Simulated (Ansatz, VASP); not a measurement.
## ScGa3N2 in VASP and in Ansatz

```
Sc Ga N
1.0
     4.06205    0.00000    0.00000
     0.00000    4.06205    0.00000
     0.00000    0.00000    5.67080
Sc Ga N
1 3 2
Direct
  0.00000 0.00000 0.00000
  0.50000 0.00000 0.47581
  0.00000 0.50000 0.52419
  0.50000 0.50000 0.00000
  0.50000 0.00000 0.11196
  0.00000 0.50000 0.88804
```

Change from the starting cell: species swapped into the Ti2CuSb3 type (P-4m2, No. 115).

Alike in both runs: functional PBE; k mesh 10 × 10 × 8; occupations gaussian, width 0.1 eV; no spin polarisation.

Ansatz relaxed the structure, and its values are those at the end. VASP's run is a single point on that final structure, the one shown.

|  | VASP | Ansatz |
| --- | --- | --- |
| version | VASP 6.6.1 | Ansatz 0.2.0 |
| potentials or method | VASP PAW PBE potentials, release 64 (Sc_sv, Ga_d, N), cutoff 520 eV | scalar-relativistic, plane waves, PAW |
| valence electrons in the cell | 60 | 60 |

```csv
,VASP,Ansatz,Ansatz less VASP
gap on the k mesh at the Fermi level (eV),none,none,-
pressure (GPa),0.4,0.0,-0.41
rms of the force components (eV/Å),0.012,0.001,-0.0107
```

A gap of «none» marks a metal or a gap that the smearing closes.
